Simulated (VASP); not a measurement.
# Ba in VASP: notebook, part 2 of 2

VASP 6.6.1. Earlier steps stand in the parts before.

### 3 Single point, PBE (strained)

File INCAR:

```
SYSTEM = Ba
  PREC = Accurate
  ENCUT = 520
  EDIFF = 1E-6
  ISMEAR = 0
  SIGMA = 0.1
  LREAL = .False.
  LASPH = .True.
  NELM = 80
  ALGO = Fast
  ISIF = 2
  LWAVE = .False.
  LCHARG = .False.
  GGA = PE
  NBANDS = 11
```

File KPOINTS:

```
Automatic mesh
0
Gamma
  10 10 10
  0 0 0
```

File POSCAR:

```
Ba
1.0
   -2.4612750000      2.4830250000      2.4612750000
    2.4965750000     -2.5330250000      2.5465750000
    2.5112750000      2.5830250000     -2.5112750000
Ba
1
Direct
    0.0000000000      0.0000000000      0.0000000000
```

Potentials or basis: VASP PAW PBE potentials, release 64 (Ba_sv).

Launch:

```bash
cat potpaw_PBE.64/Ba_sv/POTCAR > POTCAR
mpirun -np 1 vasp_std > vasp.out
```

OUTCAR:

```text
SYSTEM = Ba
   PREC = Accurate
   ENCUT = 520
   EDIFF = 1E-6
   ISMEAR = 0
   LREAL = .False.
   LASPH = .True.
   NELM = 80
   ISIF = 2
   GGA = PE

 ion  position               nearest neighbor table
   1  0.000  0.000  0.000-

  LATTYP: Found a base centered monoclinic cell.
 ALAT       =     5.0665434571
 B/A-ratio  =     1.4076837962
 C/A-ratio  =     0.8438983375
 COS(beta)  =    -0.5693182450

  Lattice vectors:

 A1 = (  -2.5465750000,  -2.5330250000,  -2.4965750000)
 A2 = (   2.4965750000,  -2.5330250000,   2.5465750000)
 A3 = (  -2.4612750000,   2.4830250000,   2.4612750000)

Analysis of symmetry for initial positions (statically):
=====================================================================
 Subroutine PRICEL returns:
 Original cell was already a primitive cell.

 Routine SETGRP: Setting up the symmetry group for a
 base centered monoclinic supercell.

 Subroutine GETGRP returns: Found  4 space group operations
 (whereof  4 operations were pure point group operations)
 out of a pool of  4 trial point group operations.

The static configuration has the point symmetry C_2h.

Analysis of symmetry for dynamics (positions and initial velocities):
[... 167 lines left out ...]
      1     -27.2795      2.00000
      2     -12.2410      2.00000
      3     -12.2380      2.00000
      4     -12.2194      2.00000
      5      -1.1261      2.00000
      6       3.3074      0.00000
      7       3.4598      0.00000
      8       3.5397      0.00000
      9       4.7957      0.00000
     10       4.8915      0.00000
     11       8.3871      0.00000
[... 309 lines left out ...]
 k-point    24 :       0.1000    0.3000   -0.0000
  band No.  band energies     occupation
      1     -27.2460      2.00000
      2     -12.5839      2.00000
      3     -12.3515      2.00000
      4     -12.2544      2.00000
      5       0.5834      2.00000
      6       2.4197      0.00000
      7       2.4914      0.00000
      8       4.6492      0.00000
      9       5.3078      0.00000
     10       5.7217      0.00000
     11       8.1521      0.00000

 [... further k-points ...]

------------------------ aborting loop because EDIFF is reached ----------------------------------------

  FORCE on cell =-STRESS in cart. coord.  units (eV):
  Direction    XX          YY          ZZ          XY          YZ          ZX
  --------------------------------------------------------------------------------------
  -------------------------------------------------------------------------------------
  Total        0.0161100     -0.0056805      0.0161100     -0.0843825      0.0843825     -0.0599617
  in kB        0.4064171     -0.1433049      0.4064171     -2.1287685      2.1287689     -1.5126912
  external PRESSURE =       0.2231765 kB  Pullay stress =       0.0000000 kB

 VOLUME and BASIS-vectors are now :
 -----------------------------------------------------------------------------
  energy-cutoff  :      520.00
  volume of cell :       63.51
      direct lattice vectors                 reciprocal lattice vectors
    -2.461275000  2.483025000  2.461275000    -0.003412824  0.199416848  0.201701592
     2.496575000 -2.533025000  2.546575000     0.198288768  0.000000000  0.198288768
     2.511275000  2.583025000 -2.511275000     0.197731161  0.195446417  0.000557607

 POSITION                                       TOTAL-FORCE (eV/Angst)
 -----------------------------------------------------------------------------------
      0.00000      0.00000      0.00000         0.000000      0.000000     -0.000000
 -----------------------------------------------------------------------------------
    total drift:                                0.000000      0.000000      0.000000

  FREE ENERGIE OF THE ION-ELECTRON SYSTEM (eV)
  ---------------------------------------------------
  free  energy   TOTEN  =        -1.9079056562 eV

  energy  without entropy=       -1.9008761755  energy(sigma->0) =       -1.90439092
```

stdout:

```text
POSCAR found type information on POSCAR Ba
 POSCAR found :  1 types and       1 ions
 scaLAPACK will be used
 LDA part: xc-table for (Slater+PW92), standard interpolation
 POSCAR, INCAR and KPOINTS ok, starting setup
 FFT: planning ... GRIDC
 FFT: planning ... GRID_SOFT
 FFT: planning ... GRID
 WAVECAR not read
 entering main loop
```

It took 3.7 min on 1 thread of Intel Xeon 8259CL, shared host; peak memory 0.34 GiB.

Results:

| Property | Result |
| --- | --- |
| Free energy | -1.9079 eV |
| Pressure | 0.0 GPa |
| Band gap on the k mesh | zero (bands 5 and 6 overlap by 0.85 eV) |

Caveat: the cell differs from its parent crystal (strained); spin-orbit coupling is left out, which moves the levels of the heavy elements.

### 4 Single point, PBE (the cell strained at random)

File INCAR:

```
SYSTEM = Ba
ALGO = Fast
EDIFF = 1E-6
ENCUT = 520
GGA = PE
ISIF = 2
ISMEAR = 0
LASPH = .True.
LCHARG = .True.
LELF = .True.
LREAL = .False.
LVHAR = .True.
LWAVE = .False.
NBANDS = 11
NELM = 60
PREC = Accurate
SIGMA = 0.1
```

File KPOINTS:

```
k-points
0
Gamma
  10 10 10
  0 0 0
```

File POSCAR:

```
Ba
1.0
   -2.4499000000      2.4459500000      2.4458000000
    2.4455500000     -2.4359000000      2.4314000000
    2.4249000000      2.4109000000     -2.4357500000
Ba
1
Direct
    0.0000000000      0.0000000000      0.0000000000
```

Launch:

```bash
cat potpaw_PBE.64/Ba_sv/POTCAR > POTCAR
mpirun -np 1 vasp_std > vasp.out
```

Run time: 4.8 min. Hardware: 1 thread of Intel Xeon 8259CL, shared host; peak memory 0.43 GiB.

It converged, with:

| Quantity | Value |
| --- | --- |
| Free energy | -1.8922 eV |
| Pressure | 1.0 GPa |
| Band gap on the k mesh | zero (bands 5 and 6 overlap by 1.07 eV) |

Stress tensor (GPa, compression positive):
```
 1.01  0.12  0.02
 0.12  1.02 -0.05
 0.02 -0.05  1.00
```

Levels at points of the mesh, in eV from the Fermi level:
```tsv
k point	band 3	band 4	band 5	band 6	band 7	band 8
(0.00, 0.00, 0.00)	-13.61	-13.61	-2.77	1.90	1.95	1.99
(0.50, 0.00, 0.00)	-13.80	-13.62	-0.93	0.69	1.55	3.50
(0.00, 0.50, 0.00)	-13.81	-13.62	-0.93	0.71	1.56	3.46
(0.50, 0.50, 0.00)	-13.80	-13.62	-0.94	0.68	1.53	3.53
(0.00, 0.00, 0.50)	-13.81	-13.62	-0.93	0.69	1.60	3.46
(0.50, 0.00, 0.50)	-13.80	-13.62	-0.93	0.71	1.55	3.47
(0.00, 0.50, 0.50)	-13.81	-13.62	-0.93	0.70	1.58	3.47
(0.50, 0.50, 0.50)	-14.03	-14.02	-0.66	-0.65	4.80	4.82
```

Caveat: the cell differs from its parent crystal (the cell strained at random); spin-orbit coupling is left out, which moves the levels of the heavy elements.

### 5 Overview

| cell | k mesh | further INCAR settings | gap on the mesh (eV) | pressure (GPa) |
| --- | --- | --- | --- | --- |
| a = 4.527 Å, angles 109.5°, 1 atom | 12 × 12 × 12 | ALGO = Fast; EDIFF = 1e-07; NBANDS = 11 | none | -0.9 |
| a = 4.276, b = 4.374, c = 4.391 Å, angles 110.3, 108.5, 109.3°, 1 atom | 10 × 10 × 10 | ALGO = Fast; EDIFF = 1e-06; NBANDS = 11 | none | 0.0 |
| a = 4.239, b = 4.222, c = 4.198 Å, angles 109.3, 109.7, 109.6°, 1 atom | 10 × 10 × 10 | ALGO = Fast; EDIFF = 1e-06; NBANDS = 11 | none | 1.0 |

Alike in all rows: task single point; level PBE; potentials or basis VASP PAW PBE potentials, release 64 (Ba_sv); no spin polarisation; cutoff (eV) 520; smearing gaussian 0.1 eV.

Caveats: spin-orbit coupling is left out, which moves the levels of the heavy elements.

Total energies depend on the potentials used, so only differences within one code and one set of settings carry meaning.
